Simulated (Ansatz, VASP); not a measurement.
Two plane-wave programs on AgBr

```
Ag Br
1.0
     0.00000    2.87015    2.87015
     2.87015    0.00000    2.87015
     2.87015    2.87015    0.00000
Ag Br
1 1
Direct
  0.00000 0.00000 0.00000
  0.50000 0.50000 0.50000
```

Alike in both runs: task relaxation of cell and atoms; functional PBEsol; k mesh 10 × 10 × 10; occupations gaussian, width 0.02 eV; no spin polarisation.

|  | VASP | Ansatz |
| --- | --- | --- |
| version | VASP 6.6.1 | Ansatz 0.2.0 |
| potentials or method | VASP PAW PBE potentials, release 64 (Ag, Br), cutoff 500 eV | scalar-relativistic, plane waves, PAW |
| valence electrons in the cell | 18 | 26 |

Ansatz gave:

| Property | Result |
| --- | --- |
| gap on the k mesh at the Fermi level, each at its own relaxed structure (eV) | 0.50 |
| relaxed volume (Å³/atom) | 22.85 |
| relaxed cell length with the largest relative difference (Å) | 4.013 |

Question: Estimate VASP's values.

Answer: gap on the k mesh at the Fermi level, each at its own relaxed structure (eV): 0.50; relaxed volume (Å³/atom): 22.82; relaxed cell length with the largest relative difference (Å): 4.011.

VASP's potentials were made for PBE, not for PBEsol. VASP's potentials hold 18 valence electrons a cell and Ansatz's 26, so a difference there can come from the potentials and not from the codes.
